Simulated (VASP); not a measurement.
# Al (a cell with a defect) in VASP: relaxation of the atoms with PBE

Aim: the relaxation of the atoms of Al (a cell with a defect) with PBE.

Program: VASP 6.6.1. These are calculated values, not measurements. Logs are shortened: lines on timing, memory, paths and dates and some standing lists are left out, and cuts for length are marked.

## (1) The cell of the first run

The cell holds a defect, 26 atoms: a = 8.573 Å, b = 8.573 Å, c = 8.573 Å, α = 60.00°, β = 60.00°, γ = 60.00°.

## (2) Relaxation of the atoms, PBE (atoms taken out)

Contents of INCAR:

```
SYSTEM = Al
PREC = Accurate
ENCUT = 520
EDIFF = 1E-6
ISMEAR = 0
SIGMA = 0.1
LREAL = Auto
LASPH = .TRUE.
NELM = 80
ALGO = Normal
ISIF = 2
LWAVE = .FALSE.
LCHARG = .FALSE.
GGA = PE
IBRION = 2
NSW = 80
EDIFFG = -0.02
```

Contents of KPOINTS:

```
regular mesh
0
G
  3 3 3
  0 0 0
```

Contents of POSCAR:

```
Al
1.0
    0.0000000000      6.0621852160     -6.0621852160
    6.0621852160      6.0621852160      0.0000000000
    6.0621852160      0.0000000000     -6.0621852160
Al
26
Direct
    0.6666666667      0.0000000000      0.6666666667
    0.6666666667      0.6666666667      0.6666666667
    0.3333333333      1.0000000000      0.6666666667
    0.3333333333      0.3333333333      0.6666666667
    0.3333333333      0.6666666667      0.6666666667
    0.0000000000      0.0000000000      0.6666666667
    0.0000000000      0.3333333333      0.6666666667
    0.0000000000      0.6666666667      0.6666666667
    0.6666666667      1.0000000000      0.3333333333
    0.6666666667      0.3333333333      0.3333333333
    0.6666666667      0.6666666667      0.3333333333
    0.3333333333      0.0000000000      0.3333333333
    0.3333333333      0.3333333333      0.3333333333
    0.3333333333      0.6666666667      0.3333333333
    0.0000000000      0.0000000000      0.3333333333
    0.0000000000      0.3333333333      0.3333333333
    0.0000000000      0.6666666667      0.3333333333
    0.6666666667      0.0000000000      0.0000000000
    0.6666666667      0.3333333333      0.0000000000
    0.6666666667      0.6666666667      0.0000000000
    0.3333333333      0.0000000000      0.0000000000
    0.3333333333      0.3333333333      0.0000000000
    0.3333333333      0.6666666667      0.0000000000
    0.0000000000      0.0000000000      0.0000000000
    0.0000000000      0.3333333333      0.0000000000
    0.0000000000      0.6666666667      0.0000000000
```

Potentials or basis: VASP PAW PBE potentials, release 64 (Al).

Started as:

```sh
cat potpaw_PBE.64/Al/POTCAR > POTCAR
mpirun -np 1 vasp_std > vasp.out
```

OUTCAR:

```text
SYSTEM = Al
   PREC = Accurate
   ENCUT = 520
   EDIFF = 1E-6
   ISMEAR = 0
   LREAL = Auto
   LASPH = .TRUE.
   NELM = 80
   ISIF = 2
   GGA = PE
   IBRION = 2
   NSW = 80
   EDIFFG = -0.02

 ion  position               nearest neighbor table
   1  0.667  0.000  0.667-   2 2.86   6 2.86   8 2.86  18 2.86  20 2.86  15 2.86   4 2.86  10 2.86
                            21 2.86   9 2.86   3 2.86
   2  0.667  0.667  0.667-   1 2.86   8 2.86  20 2.86   3 2.86   9 2.86  17 2.86  19 2.86   7 2.86
                            23 2.86   5 2.86  11 2.86
   3  0.333  0.000  0.667-   4 2.86   5 2.86   6 2.86   7 2.86  21 2.86  23 2.86  24 2.86  13 2.86
                             2 2.86   9 2.86  12 2.86   1 2.86
   4  0.333  0.333  0.667-   3 2.86   7 2.86  21 2.86  22 2.86  25 2.86   8 2.86   1 2.86  14 2.86
                             5 2.86  10 2.86  13 2.86
   5  0.333  0.667  0.667-   3 2.86   6 2.86   8 2.86  23 2.86  26 2.86  12 2.86  22 2.86  14 2.86
                             4 2.86  11 2.86   2 2.86
   6  0.000  0.000  0.667-   1 2.86   3 2.86   5 2.86   7 2.86   8 2.86  18 2.86  24 2.86  26 2.86
                            16 2.86  12 2.86  15 2.86
   7  0.000  0.333  0.667-   3 2.86   4 2.86   6 2.86  19 2.86  24 2.86  25 2.86  13 2.86   2 2.86
                             8 2.86  16 2.86  17 2.86
   8  0.000  0.667  0.667-   1 2.86   2 2.86   5 2.86   6 2.86  20 2.86  26 2.86  15 2.86   4 2.86
                            25 2.86  14 2.86  17 2.86   7 2.86
   9  0.667  0.000  0.333-  10 2.86  11 2.86  15 2.86  17 2.86  18 2.86  19 2.86  24 2.86  13 2.86
[... 21 lines left out ...]
  20  0.667  0.667  0.000-   1 2.86   2 2.86   8 2.86  11 2.86  18 2.86  26 2.86  10 2.86  21 2.86
                            25 2.86  14 2.86  19 2.86  23 2.86
  21  0.333  0.000  0.000-   3 2.86   4 2.86  12 2.86  14 2.86  15 2.86  22 2.86  23 2.86  24 2.86
                            25 2.86   1 2.86  20 2.86  18 2.86
  22  0.333  0.333  0.000-   4 2.86  12 2.86  13 2.86  16 2.86  21 2.86  25 2.86   5 2.86  18 2.86
                            26 2.86  19 2.86  23 2.86
  23  0.333  0.667  0.000-   3 2.86   5 2.86  14 2.86  17 2.86  21 2.86  24 2.86  26 2.86  13 2.86
                             2 2.86  22 2.86  20 2.86  19 2.86
  24  0.000  0.000  0.000-   3 2.86   6 2.86   7 2.86   9 2.86  15 2.86  17 2.86  18 2.86  19 2.86
                            21 2.86  23 2.86  25 2.86  26 2.86
  25  0.000  0.333  0.000-   4 2.86   7 2.86  10 2.86  15 2.86  16 2.86  19 2.86  21 2.86  22 2.86
                            24 2.86  20 2.86   8 2.86  26 2.86
  26  0.000  0.667  0.000-   5 2.86   6 2.86   8 2.86  11 2.86  17 2.86  18 2.86  20 2.86  23 2.86
                            24 2.86  16 2.86  22 2.86  25 2.86

  LATTYP: Found a face centered cubic cell.
 ALAT       =    12.1243704320

  Lattice vectors:

 A1 = (   0.0000000000,   6.0621852160,  -6.0621852160)
 A2 = (   6.0621852160,   6.0621852160,   0.0000000000)
 A3 = (   6.0621852160,   0.0000000000,  -6.0621852160)

Analysis of symmetry for initial positions (statically):
=====================================================================
 Subroutine PRICEL returns:
 Original cell was already a primitive cell.

 Routine SETGRP: Setting up the symmetry group for a
 face centered cubic supercell.

 Subroutine GETGRP returns: Found 48 space group operations
 (whereof  8 operations were pure point group operations)
 out of a pool of 48 trial point group operations.

The static configuration has the point symmetry C_4v.
 The point group associated with its full space group is O_h .

Analysis of symmetry for dynamics (positions and initial velocities):
=====================================================================
 Subroutine PRICEL returns:
 Original cell was already a primitive cell.

 Routine SETGRP: Setting up the symmetry group for a
 face centered cubic supercell.

 Subroutine GETGRP returns: Found 48 space group operations
 (whereof  8 operations were pure point group operations)
 out of a pool of 48 trial point group operations.

The dynamic configuration has the point symmetry C_4v.
 The point group associated with its full space group is O_h .

 Subroutine INISYM returns: Found 48 space group operations
 (whereof  8 operations are pure point group operations),
 and found     1 'primitive' translations

----------------------------------------------------------------------------------------

                                     Primitive cell

  volume of cell :     445.5717

  direct lattice vectors                    reciprocal lattice vectors
     0.000000000  6.062185216 -6.062185216    -0.082478509  0.082478509 -0.082478509
     6.062185216  6.062185216  0.000000000     0.082478509  0.082478509  0.082478509
     6.062185216  0.000000000 -6.062185216     0.082478509 -0.082478509 -0.082478509
[... 72 lines left out ...]
    -0.027492836  0.027492836 -0.027492836     0.333333333  0.000000000  0.000000000
     0.027492836  0.027492836  0.027492836     0.000000000  0.333333333  0.000000000
     0.027492836 -0.027492836 -0.027492836     0.000000000  0.000000000  0.333333333

  Length of vectors
     0.047618990  0.047618990  0.047618990

  Shift w.r.t. Gamma in fractional coordinates (k-lattice)
     0.000000000  0.000000000  0.000000000

 Subroutine IBZKPT returns following result:
 ===========================================

 Found      4 irreducible k-points:

 Following reciprocal coordinates:
            Coordinates               Weight
  0.000000  0.000000  0.000000      1.000000
  0.333333  0.000000  0.000000      8.000000
  0.333333  0.333333  0.000000      6.000000
 -0.333333  0.333333  0.000000     12.000000
   k-points           NKPTS =      4   k-points in BZ     NKDIM =      4   number of bands    NBANDS=     53
   number of dos      NEDOS =    301   number of ions     NIONS =     26
   total plane-waves  NPLWV = 262144
   dimension x,y,z NGX =    64 NGY =   64 NGZ =   64
   dimension x,y,z NGXF=   128 NGYF=  128 NGZF=  128
   ions per type =              26
   NGX,Y,Z   is equivalent  to a cutoff of  12.41, 12.41, 12.41 a.u.
   NGXF,Y,Z  is equivalent  to a cutoff of  24.82, 24.82, 24.82 a.u.
 SYSTEM =  Al
   PREC   = accura    normal or accurate (medium, high low for compatibility)
   ISTART =      0    job   : 0-new  1-cont  2-samecut
   ICHARG =      2    charge: 1-file 2-atom 10-const
   ISPIN  =      1    spin polarized calculation?
   LNONCOLLINEAR =      F non collinear calculations
   LSORBIT =      F    spin-orbit coupling
   LASPH  =      T    aspherical Exc in radial PAW
   ENCUT  =  520.0 eV  38.22 Ry    6.18 a.u.  15.94 15.94 15.94*2*pi/ulx,y,z
   NELM   =     80;   NELMIN=  2; NELMDL= -5     # of ELM steps
   EDIFF  = 0.1E-05   stopping-criterion for ELM
   LREAL  =      T    real-space projection
   EDIFFG = -.2E-01   stopping-criterion for IOM
   NSW    =     80    number of steps for IOM
   IBRION =      2    ionic relax: 0-MD 1-quasi-New 2-CG
   NFREE  =      1    steps in history (QN), initial steepest desc. (CG)
   ISIF   =      2    stress and relaxation
   ISYM   =      2    0-nonsym 1-usesym 2-fastsym
   POTIM  = 0.5000    time-step for ionic-motion
   TEBEG  =    0.0;   TEEND  =   0.0 temperature during run
   PSTRESS=    0.0 pullay stress
   NELECT =      78.0000    total number of electrons
   NUPDOWN=      -1.0000    fix difference up-down
   EMIN   =  10.00;   EMAX   =-10.00  energy-range for DOS
   EFERMI =   0.00;   METHOD = LEGACY
   ISMEAR =     0;   SIGMA  =   0.10  broadening in eV -4-tet -1-fermi 0-gaus
   EFERMI_NEDOS =   21; number of points for ismear=-14 and -15
   IALGO  =     38    algorithm
   IMIX   =      4    mixing-type and parameters
     AMIX     =   0.40;   BMIX     =  1.00
     AMIX_MAG =   1.60;   BMIX_MAG =  1.00
  volume/ion in A,a.u.               =      17.14       115.65
  Fermi-wavevector in a.u.,A,eV,Ry     =   0.915800  1.730611 11.411058  0.838689
  Thomas-Fermi vector in A             =   2.040582
   LORBIT       =      0    0 simple, 1 ext, 2 COOP (PROOUT), +10 PAW based schemes
   GGA     = PE    functional components
   LHFCALC =     F    Hartree Fock is set to
   AEXX    =    0.0000 exact exchange contribution
   IVDW    =     0    specifies the selected vdW correction
   LEPSILON=     F    determine dielectric tensor
   LRPA    =     F    only Hartree local field effects (RPA)
 conjugate gradient relaxation of ions
 non-spin polarized calculation
 Gauss-broadening in eV      SIGMA  =   0.10
  energy-cutoff  :      520.00
  volume of cell :      445.57
 maximum number of plane-waves:     12039
   NGX = 31   NGY = 31   NGZ = 31

--------------------------------------- Ionic step        1  -------------------------------------------

 number of electron      78.0000000 magnetization

 Free energy of the ion-electron system (eV)
  ---------------------------------------------------
  ext. energy  EPLUGINS =         0.00000000
  ---------------------------------------------------
  free energy    TOTEN  =       -95.90142536 eV

  energy without entropy =      -95.81313872  energy(sigma->0) =      -95.85728204

------------------------ aborting loop because EDIFF is reached ----------------------------------------

  FORCE on cell =-STRESS in cart. coord.  units (eV):
  Direction    XX          YY          ZZ          XY          YZ          ZX
  --------------------------------------------------------------------------------------
  -------------------------------------------------------------------------------------
  Total       -1.4206157     -1.4206157     -1.4206157      0.0000000      0.0000000      0.0000000
  in kB       -5.1082202     -5.1082202     -5.1082202      0.0000000      0.0000000      0.0000000
  external PRESSURE =      -5.1082202 kB  Pullay stress =       0.0000000 kB
[... 287 lines left out ...]
--------------------------------------- Ionic step        6  -------------------------------------------

 number of electron      78.0000000 magnetization

 Free energy of the ion-electron system (eV)
  ---------------------------------------------------
  ext. energy  EPLUGINS =         0.00000000
  ---------------------------------------------------
  free energy    TOTEN  =       -95.99297597 eV

  energy without entropy =      -95.89040677  energy(sigma->0) =      -95.94169137

 E-fermi :   7.5421     XC(G=0): -10.0277

 val. band max:        7.5002411371   @ k =  -0.3333   0.3333   0.0000
 cond. band min:       7.5444200589   @ k =   0.3333   0.0000   0.0000
 fundamental gap:      0.0441789218
 Fermi energy:         7.5420687620

 k-point     1 :       0.0000    0.0000    0.0000
  band No.  band energies     occupation
      1      -3.3802      2.00000
      2      -0.4706      2.00000
      3      -0.4706      2.00000
      4      -0.4706      2.00000
      5      -0.4492      2.00000
      6      -0.4448      2.00000
[... 205 lines left out ...]
     50       9.3535      0.00000
     51       9.5760      0.00000
 [bands above 51 left out]

------------------------ aborting loop because EDIFF is reached ----------------------------------------

  FORCE on cell =-STRESS in cart. coord.  units (eV):
  Direction    XX          YY          ZZ          XY          YZ          ZX
  --------------------------------------------------------------------------------------
  -------------------------------------------------------------------------------------
  Total       -1.8479334     -1.8479334     -1.8479334      0.0000000      0.0000000      0.0000000
  in kB       -6.6447599     -6.6447599     -6.6447599      0.0000000      0.0000000      0.0000000
  external PRESSURE =      -6.6447599 kB  Pullay stress =       0.0000000 kB
[... 41 lines left out ...]
  FREE ENERGIE OF THE ION-ELECTRON SYSTEM (eV)
  ---------------------------------------------------
  free  energy   TOTEN  =       -95.9929759709 eV

  energy  without entropy=      -95.8904067656  energy(sigma->0) =      -95.94169137

 reached required accuracy - stopping structural energy minimisation
```

It took 16 min on 1 thread of Intel Xeon Platinum 8259CL at 2.50GHz (Skylake/Cascade Lake), shared host; peak memory 0.6 GiB.

Results:

```
Free energy                  : -95.9930 eV
Energy gained by relaxing    : 3.5 meV/atom
Ionic steps                  : 6
Pressure after relaxing      : -0.7 GPa
Largest force after relaxing : 0.009 eV/Å
Band gap on the k mesh       : zero (bands 39 and 40 overlap by 0.50 eV)
```

Forces on the atoms (eV/Å):
```
Al   0.001  0.001  0.000
Al  -0.001 -0.001  0.000
Al  -0.003  0.003  0.003
Al   0.000  0.001 -0.001
Al  -0.001  0.000 -0.001
Al   0.001  0.000  0.001
Al   0.000 -0.001  0.001
Al   0.003 -0.003 -0.003
Al   0.003 -0.003  0.003
Al   0.001  0.000 -0.001
Al   0.000 -0.001 -0.001
Al   0.003  0.003 -0.003
Al  -0.003 -0.003 -0.003
Al   0.000  0.000 -0.009
Al   0.009  0.000  0.000
Al   0.001 -0.001  0.000
Al   0.000 -0.009  0.000
Al   0.000  0.001  0.001
Al  -0.001  0.000  0.001
Al  -0.003  0.003 -0.003
Al   0.000  0.009  0.000
Al  -0.001  0.001  0.000
Al  -0.009  0.000  0.000
Al   0.000  0.000  0.009
Al   0.003  0.003  0.003
Al  -0.003 -0.003  0.003
```

Step by step:
```csv
step,energy change (eV),largest force (eV/Å),pressure (GPa)
1,0.0000,0.2628,-0.51
2,-0.0507,0.1809,-0.57
3,-0.0891,0.0448,-0.65
4,-0.0891,0.0484,-0.65
5,-0.0906,0.0303,-0.66
6,-0.0916,0.0085,-0.66
```

Final structure:
```
CELL_PARAMETERS angstrom
0.00000 6.06219 -6.06219
6.06219 6.06219 0.00000
6.06219 0.00000 -6.06219
ATOMIC_POSITIONS crystal
Al 0.66667 0.00493 0.66667
Al 0.66667 0.66174 0.66667
Al 0.33208 0.99875 0.67043
Al 0.33826 0.33333 0.66667
Al 0.33826 0.66174 0.66667
Al 0.99507 0.00493 0.66667
Al 0.99507 0.33333 0.66667
Al 0.00125 0.66792 0.66291
Al 0.67043 0.99875 0.33208
Al 0.66667 0.33333 0.33826
Al 0.66667 0.66174 0.33826
Al 0.33208 0.99875 0.33208
Al 0.33208 0.33709 0.33208
Al 0.33251 0.66749 0.33251
Al 0.00082 0.99918 0.33251
Al 0.99507 0.33333 0.33826
Al 0.00082 0.66749 0.33251
Al 0.66667 0.00493 0.99507
Al 0.66667 0.33333 0.99507
Al 0.66291 0.66792 0.00125
Al 0.33251 0.99918 0.00082
Al 0.33826 0.33333 0.99507
Al 0.33251 0.66749 0.00082
Al 0.00082 0.99918 0.00082
Al 0.00125 0.32957 0.00125
Al 0.00125 0.66792 0.00125
```

Caveat: the cell differs from its parent crystal (atoms taken out).

The gap in the log of VASP goes by the Fermi energy; the results here count the filled bands.